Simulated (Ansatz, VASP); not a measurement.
## Al2Si: VASP beside Ansatz

```xyz
6
Lattice="4.6067 0.0000 0.0000 0.0000 4.6067 0.0000 0.0000 0.0000 4.4933" Properties=species:S:1:pos:R:3 pbc="T T T"
Al    1.2996    2.3034    0.0000
Al    3.3071    2.3034    0.0000
Al    2.3034    1.2996    2.2466
Al    2.3034    3.3071    2.2466
Si    0.0000    2.3034    2.2466
Si    2.3034    0.0000    0.0000
```

Alike in both runs: task relaxation of cell and atoms; functional PBE; k mesh 4 × 4 × 4; occupations gaussian, width 0.1 eV; no spin polarisation.

```csv
,VASP,Ansatz
version,VASP 6.6.1,Ansatz 0.2.0
potentials or method,"VASP PAW PBE potentials, release 64 (Al, Si), cutoff 600 eV","scalar-relativistic, plane waves, PAW"
valence electrons in the cell,20,20
```

```tsv
	VASP	Ansatz	Ansatz less VASP
gap on the k mesh at the Fermi level, each at its own relaxed structure (eV)	none	none	-
relaxed volume (Å³/atom)	20.16	20.10	-0.062
relaxed cell length with the largest relative difference (Å)	5.079	5.073	-0.0062
```

A gap of «none» marks a metal or a gap that the smearing closes.

Noted on VASP's run: the volume moved by over 15 % at a fixed basis, so the end points are rough.
